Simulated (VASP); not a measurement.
# Sb2Se: relaxation of cell and atoms with PBE

Sb2Se:

```
CELL_PARAMETERS angstrom
3.42543 0.00000 0.00000
0.00000 3.42543 0.00000
0.00000 0.00000 7.06753
ATOMIC_POSITIONS crystal
Sb 0.50000 0.50000 0.29500
Sb 0.50000 0.50000 0.70500
Se 0.00000 0.00000 0.00000
```

```yaml
Program: VASP 6.6.1
Task: relaxation of cell and atoms
Functional: PBE
Potentials_or_basis: VASP PAW PBE potentials, release 64 (Sb, Se)
Cutoff: 600 eV
k_mesh: 6 × 6 × 4
Occupations: gaussian, width 0.1 eV
Spin: no spin polarisation
Dipole_correction: no
Further_INCAR_settings: ALGO = Normal; EDIFF = 1e-06; IBRION = 2; EDIFFG = -0.04; NSW = 90; ISIF = 3
```

```
Relaxed volume                         : 26.82 Å³/atom
Relaxed cell                           : a = 3.360 Å, b = 3.360 Å, c = 7.128 Å, α = 90.00°, β = 90.00°, γ = 90.00°
Space group after relaxing (to 0.05 Å) : P4/mmm (No. 123)
Energy gained by relaxing              : 40.8 meV/atom
Ionic steps                            : 8
Pressure after relaxing                : 0.1 GPa
Largest force after relaxing           : 0.004 eV/Å
Band gap on the k mesh                 : zero (band 8 reaches 9.57 eV, above the bottom of band 9 at 4.71 eV)
```

Forces in eV/Å, atoms in the order of the input:
```
Sb   0.000  0.000 -0.004
Sb   0.000  0.000  0.004
Se   0.000  0.000  0.000
```

Stress tensor (GPa, compression positive):
```
 0.19  0.00  0.00
 0.00  0.19  0.00
 0.00  0.00 -0.05
```

Step by step:
```
step  energy change (eV)  largest force (eV/Å)  pressure (GPa)  volume (Å³)
   1              0.0000                0.9442           -1.19        82.93
   2             -0.0879                0.5238           -0.08        80.48
   3             -0.1093                0.1082            1.55        78.31
   4             -0.1103                0.1889            1.21        78.70
   5             -0.1202                0.0662           -0.32        80.85
   6             -0.1204                0.0779           -0.15        80.58
   7             -0.1217                0.0370           -0.03        80.53
   8             -0.1224                0.0038            0.11        80.47
```

Final structure:
```
CELL_PARAMETERS angstrom
3.35994 0.00000 0.00000
0.00000 3.35994 0.00000
0.00000 0.00000 7.12844
ATOMIC_POSITIONS crystal
Sb 0.50000 0.50000 0.27953
Sb 0.50000 0.50000 0.72047
Se 0.00000 0.00000 0.00000
```

Levels at points of the mesh, in eV from the Fermi level:
```csv
k point,band 4,band 5,band 6,band 7,band 8,band 9,band 10,band 11,band 12
"(0.00, 0.00, 0.00)",-2.20,-2.05,-1.25,-1.25,2.91,2.91,3.47,3.47,3.72
"(0.50, 0.00, 0.00)",-5.36,-5.35,-3.72,0.05,1.34,1.62,2.22,3.19,4.51
"(0.50, 0.50, 0.00)",-5.33,-5.33,-2.47,-2.26,-2.26,-1.95,-0.92,-0.92,3.14
"(0.00, 0.00, 0.50)",-4.69,-1.18,-1.18,0.80,1.73,2.08,2.08,4.59,4.59
"(0.50, 0.00, 0.50)",-5.77,-3.49,-2.43,-1.82,-0.38,0.05,3.61,3.89,4.32
"(0.50, 0.50, 0.50)",-5.17,-5.17,-3.11,-3.11,-2.52,-0.18,0.36,0.36,1.11
```

Run time: 55 s on 1 thread of Intel(R) Xeon(R) 6975P-C (Granite Rapids) (shared host), peak memory 0.23 GiB.

Caveat: spin-orbit coupling is left out, which moves the levels of the heavy elements.
